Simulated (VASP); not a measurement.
# Cd4Se (P4/nmm) in VASP: single point with PBE

Aim: the single point of Cd4Se with PBE.

All numbers are computed with VASP 6.6.1; they aren't measurements. Logs are shortened: lines on timing, memory, paths and dates and some standing lists are left out, and cuts for length are marked.

### Step 1. The cell of the first run

It takes space group P4/nmm (No. 129, tetragonal). The conventional cell has a = 4.452 Å, b = 4.452 Å, c = 14.002 Å, α = 90.00°, β = 90.00°, γ = 90.00°. Cd (site symmetry -4m2) has 4 Se at 2.76 Å and 4 Cd at 3.15 Å within 3.6 Å. Cd (site symmetry 4mm) has 12 Cd at 3.15 to 3.24 Å within 4.1 Å. Cd (site symmetry 2mm) has 8 Cd at 3.15 to 3.24 Å and 2 Se at 3.75 Å within 4.1 Å. Within 3.6 Å of Se (site symmetry 4mm) lie 4 Cd at 2.76 Å.

The cell was built from a structure type or drawn by symmetry, and may not be a known phase.

### Step 2. Single point, PBE

INCAR

```
PREC = Accurate ; ENCUT = 520
EDIFF = 1E-7 ; ISMEAR = 0
SIGMA = 0.1 ; LREAL = F
LASPH = T ; NELM = 80
ALGO = Normal ; ISIF = 2
LWAVE = F ; LCHARG = T
GGA = PE ; LELF = T
LVHAR = T ; NBANDS = 65
```

KPOINTS

```
Automatic mesh
0
Gamma
  8 8 4
```

POSCAR

```
Cd4Se
1.0
    4.4522405151      0.0000000000      0.0000000000
    0.0000000000      4.4522405151      0.0000000000
    0.0000000000      0.0000000000     14.0024464559
Cd Se
8 2
Direct
    0.0000000000      0.0000000000      0.0000000000
    0.5000000000      0.5000000000      0.0000000000
    0.0000000000      0.5000000000      0.4993983172
    0.5000000000      0.0000000000      0.5006016828
    0.0000000000      0.0000000000      0.3324398403
    0.5000000000      0.5000000000      0.3324398403
    0.5000000000      0.5000000000      0.6675601597
    0.0000000000      0.0000000000      0.6675601597
    0.0000000000      0.5000000000      0.1170802045
    0.5000000000      0.0000000000      0.8829197955
```

Potentials or basis: VASP PAW PBE potentials, release 64 (Cd, Se).

Launch:

```console
$ cat potpaw_PBE.64/Cd/POTCAR potpaw_PBE.64/Se/POTCAR > POTCAR
$ mpirun -np 1 vasp_std > vasp.out
```

OUTCAR:

```text
PREC = Accurate
   ENCUT = 520
   EDIFF = 1E-7
   ISMEAR = 0
   LREAL = F
   LASPH = T
   NELM = 80
   ISIF = 2
   GGA = PE

 ion  position               nearest neighbor table
   1  0.000  0.000  0.000-   9 2.76  10 2.76   9 2.76  10 2.76   2 3.15   2 3.15   2 3.15   2 3.15

   2  0.500  0.500  0.000-   9 2.76  10 2.76  10 2.76   9 2.76   1 3.15   1 3.15   1 3.15   1 3.15

   3  0.000  0.500  0.499-   4 3.15   4 3.15   4 3.15   4 3.15   5 3.23   6 3.23   6 3.23   5 3.23
                             7 3.24   8 3.24   7 3.24   8 3.24
   4  0.500  0.000  0.501-   3 3.15   3 3.15   3 3.15   3 3.15   7 3.23   8 3.23   8 3.23   7 3.23
                             5 3.24   5 3.24   6 3.24   6 3.24
   5  0.000  0.000  0.332-   6 3.15   6 3.15   6 3.15   6 3.15   3 3.23   3 3.23   4 3.24   4 3.24

   6  0.500  0.500  0.332-   5 3.15   5 3.15   5 3.15   5 3.15   3 3.23   3 3.23   4 3.24   4 3.24

   7  0.500  0.500  0.668-   8 3.15   8 3.15   8 3.15   8 3.15   4 3.23   4 3.23   3 3.24   3 3.24

   8  0.000  0.000  0.668-   7 3.15   7 3.15   7 3.15   7 3.15   4 3.23   4 3.23   3 3.24   3 3.24

   9  0.000  0.500  0.117-   1 2.76   2 2.76   1 2.76   2 2.76
  10  0.500  0.000  0.883-   1 2.76   2 2.76   2 2.76   1 2.76

  LATTYP: Found a simple tetragonal cell.
 ALAT       =     4.4522405151
 C/A-ratio  =     3.1450336990

  Lattice vectors:

 A1 = (   4.4522405151,   0.0000000000,   0.0000000000)
 A2 = (   0.0000000000,   4.4522405151,   0.0000000000)
 A3 = (   0.0000000000,   0.0000000000,  14.0024464559)

Analysis of symmetry for initial positions (statically):
=====================================================================
 Subroutine PRICEL returns:
 Original cell was already a primitive cell.

 Routine SETGRP: Setting up the symmetry group for a
 simple tetragonal supercell.

 Subroutine GETGRP returns: Found 16 space group operations
 (whereof  8 operations were pure point group operations)
 out of a pool of 16 trial point group operations.

The static configuration has the point symmetry D_2d.
 The point group associated with its full space group is D_4h.

Analysis of symmetry for dynamics (positions and initial velocities):
=====================================================================
 Subroutine PRICEL returns:
 Original cell was already a primitive cell.

 Routine SETGRP: Setting up the symmetry group for a
 simple tetragonal supercell.

 Subroutine GETGRP returns: Found 16 space group operations
 (whereof  8 operations were pure point group operations)
 out of a pool of 16 trial point group operations.

The dynamic configuration has the point symmetry D_2d.
 The point group associated with its full space group is D_4h.

 Subroutine INISYM returns: Found 16 space group operations
 (whereof  8 operations are pure point group operations),
 and found     1 'primitive' translations

----------------------------------------------------------------------------------------

                                     Primitive cell

  volume of cell :     277.5627

  direct lattice vectors                    reciprocal lattice vectors
     4.452240515  0.000000000  0.000000000     0.224606015  0.000000000  0.000000000
     0.000000000  4.452240515  0.000000000     0.000000000  0.224606015  0.000000000
     0.000000000  0.000000000 14.002446456     0.000000000  0.000000000  0.071416092

  length of vectors
     4.452240515  4.452240515 14.002446456     0.224606015  0.224606015  0.071416092

  position of ions in fractional coordinates (direct lattice)
     0.000000000  0.000000000  0.000000000
     0.500000000  0.500000000  0.000000000
     0.000000000  0.500000000  0.499398317
     0.500000000  0.000000000  0.500601683
     0.000000000  0.000000000  0.332439840
     0.500000000  0.500000000  0.332439840
     0.500000000  0.500000000  0.667560160
     0.000000000  0.000000000  0.667560160
     0.000000000  0.500000000  0.117080204
     0.500000000  0.000000000  0.882919796

  ion indices of the primitive-cell ions
   primitive index   ion index
                 1           1
                 2           2
                 3           3
                 4           4
                 5           5
                 6           6
                 7           7
                 8           8
                 9           9
                10          10

----------------------------------------------------------------------------------------

 KPOINTS: Automatic mesh

Automatic generation of k-mesh.
 Grid dimensions read from file:
 generate k-points for:    8    8    4

 Generating k-lattice:

  Cartesian coordinates                     Fractional coordinates (reciprocal lattice)
     0.028075752  0.000000000  0.000000000     0.125000000  0.000000000  0.000000000
     0.000000000  0.028075752  0.000000000     0.000000000  0.125000000  0.000000000
     0.000000000  0.000000000  0.017854023     0.000000000  0.000000000  0.250000000

  Length of vectors
     0.028075752  0.028075752  0.017854023

  Shift w.r.t. Gamma in fractional coordinates (k-lattice)
     0.000000000  0.000000000  0.000000000

 Subroutine IBZKPT returns following result:
 ===========================================

 Found     45 irreducible k-points:

 Following reciprocal coordinates:
            Coordinates               Weight
  0.000000  0.000000  0.000000      1.000000
  0.125000  0.000000  0.000000      4.000000
  0.250000  0.000000  0.000000      4.000000
  0.375000  0.000000  0.000000      4.000000
  0.500000  0.000000  0.000000      2.000000
  0.125000  0.125000  0.000000      4.000000
[... 16 lines left out ...]
  0.375000  0.125000  0.250000     16.000000
  0.500000  0.125000  0.250000      8.000000
 [... further k-points ...]
   k-points           NKPTS =     45   k-points in BZ     NKDIM =     45   number of bands    NBANDS=     65
   number of dos      NEDOS =    301   number of ions     NIONS =     10
   total plane-waves  NPLWV = 139968
   dimension x,y,z NGX =    36 NGY =   36 NGZ =  108
   dimension x,y,z NGXF=    72 NGYF=   72 NGZF=  216
   ions per type =               8   2
   NGX,Y,Z   is equivalent  to a cutoff of  13.44, 13.44, 12.82 a.u.
   NGXF,Y,Z  is equivalent  to a cutoff of  26.88, 26.88, 25.64 a.u.
 SYSTEM =  unknown system
   PREC   = accura    normal or accurate (medium, high low for compatibility)
   ISTART =      0    job   : 0-new  1-cont  2-samecut
   ICHARG =      2    charge: 1-file 2-atom 10-const
   ISPIN  =      1    spin polarized calculation?
   LNONCOLLINEAR =      F non collinear calculations
   LSORBIT =      F    spin-orbit coupling
   LASPH  =      T    aspherical Exc in radial PAW
   ENCUT  =  520.0 eV  38.22 Ry    6.18 a.u.   8.28  8.28 26.04*2*pi/ulx,y,z
   NELM   =     80;   NELMIN=  2; NELMDL= -5     # of ELM steps
   EDIFF  = 0.1E-06   stopping-criterion for ELM
   LREAL  =      F    real-space projection
   EDIFFG = 0.1E-05   stopping-criterion for IOM
   NSW    =      0    number of steps for IOM
   IBRION =     -1    ionic relax: 0-MD 1-quasi-New 2-CG
   NFREE  =      0    steps in history (QN), initial steepest desc. (CG)
   ISIF   =      2    stress and relaxation
   ISYM   =      2    0-nonsym 1-usesym 2-fastsym
   POTIM  = 0.5000    time-step for ionic-motion
   TEBEG  =    0.0;   TEEND  =   0.0 temperature during run
   PSTRESS=    0.0 pullay stress
   NELECT =     108.0000    total number of electrons
   NUPDOWN=      -1.0000    fix difference up-down
   EMIN   =  10.00;   EMAX   =-10.00  energy-range for DOS
   EFERMI =   0.00;   METHOD = LEGACY
   ISMEAR =     0;   SIGMA  =   0.10  broadening in eV -4-tet -1-fermi 0-gaus
   EFERMI_NEDOS =   21; number of points for ismear=-14 and -15
   IALGO  =     38    algorithm
   IMIX   =      4    mixing-type and parameters
     AMIX     =   0.40;   BMIX     =  1.00
     AMIX_MAG =   1.60;   BMIX_MAG =  1.00
  volume/ion in A,a.u.               =      27.76       187.31
  Fermi-wavevector in a.u.,A,eV,Ry     =   1.195168  2.258540 19.434930  1.428427
  Thomas-Fermi vector in A             =   2.331140
   LORBIT       =      0    0 simple, 1 ext, 2 COOP (PROOUT), +10 PAW based schemes
   GGA     = PE    functional components
   LHFCALC =     F    Hartree Fock is set to
   AEXX    =    0.0000 exact exchange contribution
   IVDW    =     0    specifies the selected vdW correction
   LEPSILON=     F    determine dielectric tensor
   LRPA    =     F    only Hartree local field effects (RPA)
 non-spin polarized calculation
 Gauss-broadening in eV      SIGMA  =   0.10
  energy-cutoff  :      520.00
  volume of cell :      277.56
 maximum number of plane-waves:      7532
 NGX is ok and might be reduce to    36
   NGX = 17   NGY = 17   NGZ = 53

 number of electron     108.0000041 magnetization

 Free energy of the ion-electron system (eV)
  ---------------------------------------------------
  ext. energy  EPLUGINS =         0.00000000
  ---------------------------------------------------
  free energy    TOTEN  =       -13.75699514 eV

  energy without entropy =      -13.73785026  energy(sigma->0) =      -13.74742270

 E-fermi :   1.8522     XC(G=0):  -9.3685

 val. band max:        1.8413352852   @ k =   0.3750   0.1250   0.5000
 cond. band min:       1.8525643289   @ k =   0.5000   0.2500   0.2500
 fundamental gap:      0.0112290437
 Fermi energy:         1.8521731654

 k-point     1 :       0.0000    0.0000    0.0000
  band No.  band energies     occupation
      1     -12.0476      2.00000
      2     -11.7617      2.00000
      3      -8.1845      2.00000
      4      -7.9136      2.00000
      5      -7.8865      2.00000
      6      -7.8865      2.00000
[... 57 lines left out ...]
     64       5.4377      0.00000
     65       5.6826      0.00000

 k-point     2 :       0.1250    0.0000    0.0000
  band No.  band energies     occupation
      1     -12.0191      2.00000
      2     -11.7557      2.00000
      3      -8.1512      2.00000
      4      -7.8857      2.00000
      5      -7.8671      2.00000
      6      -7.8493      2.00000
[... 1485 lines left out ...]
     64       6.0074      0.00000
     65       6.3101      0.00000

 k-point    24 :       0.5000    0.1250    0.2500
  band No.  band energies     occupation
      1     -11.7705      2.00000
      2     -11.7705      2.00000
      3      -7.7828      2.00000
      4      -7.7828      2.00000
      5      -7.6493      2.00000
      6      -7.6493      2.00000
[... 57 lines left out ...]
     64       5.5474      0.00000
     65       6.3487      0.00000

 [... further k-points ...]
[... 5 lines left out ...]
  --------------------------------------------------------------------------------------
  -------------------------------------------------------------------------------------
  Total        0.3339878      0.3339878      0.3150323      0.0000000      0.0000000      0.0000000
  in kB        1.9278804      1.9278804      1.8184629      0.0000000      0.0000000      0.0000000
  external PRESSURE =       1.8914079 kB  Pullay stress =       0.0000000 kB

 VOLUME and BASIS-vectors are now :
 -----------------------------------------------------------------------------
  energy-cutoff  :      520.00
  volume of cell :      277.56
      direct lattice vectors                 reciprocal lattice vectors
     4.452240515  0.000000000  0.000000000     0.224606015  0.000000000  0.000000000
     0.000000000  4.452240515  0.000000000     0.000000000  0.224606015  0.000000000
     0.000000000  0.000000000 14.002446456     0.000000000  0.000000000  0.071416092

 POSITION                                       TOTAL-FORCE (eV/Angst)
 -----------------------------------------------------------------------------------
      0.00000      0.00000      0.00000         0.000000      0.000000      0.000000
      2.22612      2.22612      0.00000        -0.000000      0.000000      0.000000
      0.00000      2.22612      6.99280        -0.000000      0.000000     -0.003618
      2.22612      0.00000      7.00965         0.000000      0.000000      0.003618
      0.00000      0.00000      4.65497         0.000000     -0.000000     -0.008496
      2.22612      2.22612      4.65497         0.000000     -0.000000     -0.008496
      2.22612      2.22612      9.34748         0.000000      0.000000      0.008496
      0.00000      0.00000      9.34748         0.000000      0.000000      0.008496
      0.00000      2.22612      1.63941         0.000000      0.000000      0.047308
      2.22612      0.00000     12.36304        -0.000000      0.000000     -0.047308
 -----------------------------------------------------------------------------------
    total drift:                                0.000000      0.000000      0.000000

  FREE ENERGIE OF THE ION-ELECTRON SYSTEM (eV)
  ---------------------------------------------------
  free  energy   TOTEN  =       -13.7569951428 eV

  energy  without entropy=      -13.7378502627  energy(sigma->0) =      -13.74742270
```

It took 11 min on 1 thread of AMD EPYC 9R45 (Zen 5), shared host; peak memory 0.71 GiB.

Results:

```
Free energy            : -13.7570 eV
Pressure               : 0.2 GPa
Largest force          : 0.047 eV/Å
Band gap on the k mesh : zero (bands 54 and 55 overlap by 1.87 eV)
```

Forces on the atoms (eV/Å):
```
Cd   0.000  0.000  0.000
Cd   0.000  0.000  0.000
Cd   0.000  0.000 -0.004
Cd   0.000  0.000  0.004
Cd   0.000  0.000 -0.008
Cd   0.000  0.000 -0.008
Cd   0.000  0.000  0.008
Cd   0.000  0.000  0.008
Se   0.000  0.000  0.047
Se   0.000  0.000 -0.047
```
